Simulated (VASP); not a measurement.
Input of a VASP 6.6.1 run:

The input INCAR:

```
ALGO = Normal
EDIFF = 1E-6
ENCUT = 520
GGA = PS
ISIF = 2
ISMEAR = 0
LASPH = True
LCHARG = False
LREAL = False
LWAVE = False
NBANDS = 44
NELM = 100
PREC = Accurate
SIGMA = 0.1
```

The input KPOINTS:

```
k-points
0
Gamma
  2 2 2
```

POSCAR

```
Ca
1.0
   -4.4800000000      4.4800000000      4.4800000000
    4.4800000000     -4.4800000000      4.4800000000
    4.4800000000      4.4800000000     -4.4800000000
Ca
7
Direct
    0.0000000000      0.0000000000      0.1244477679
    0.0000000000      0.4856467634     -0.0012079241
    0.0000000000      0.5017514509      0.4971914062
    0.4856467634      0.0000000000     -0.0012079241
    0.5017514509      0.0000000000      0.4971914062
    0.4982485491      0.4982485491     -0.0045600446
    0.5143532366      0.5143532366      0.5131453125
```

Potentials or basis: VASP PAW PBE potentials, release 64 (Ca_sv).

Command:

```sh
$ cat potpaw_PBE.64/Ca_sv/POTCAR > POTCAR
$ mpirun -np 1 vasp_std > vasp.out
```

Question: Estimate the largest force.

Answer: 0.153 eV/Å.

Question: Estimate the band gap on the k mesh.

Answer: Zero (band 35 reaches 1.58 eV, above the bottom of band 36 at 1.08 eV).

Forces on the atoms (eV/Å):
```
Ca  -0.088 -0.088  0.088
Ca  -0.069  0.091 -0.091
Ca   0.001 -0.012  0.012
Ca   0.091 -0.069 -0.091
Ca  -0.012  0.001  0.012
Ca  -0.012 -0.012 -0.001
Ca   0.091  0.091  0.069
```

Caveat: the k points lie up to 0.50 Å⁻¹ apart; the PAW data sets were made with another functional, which shifts forces and pressure a little.
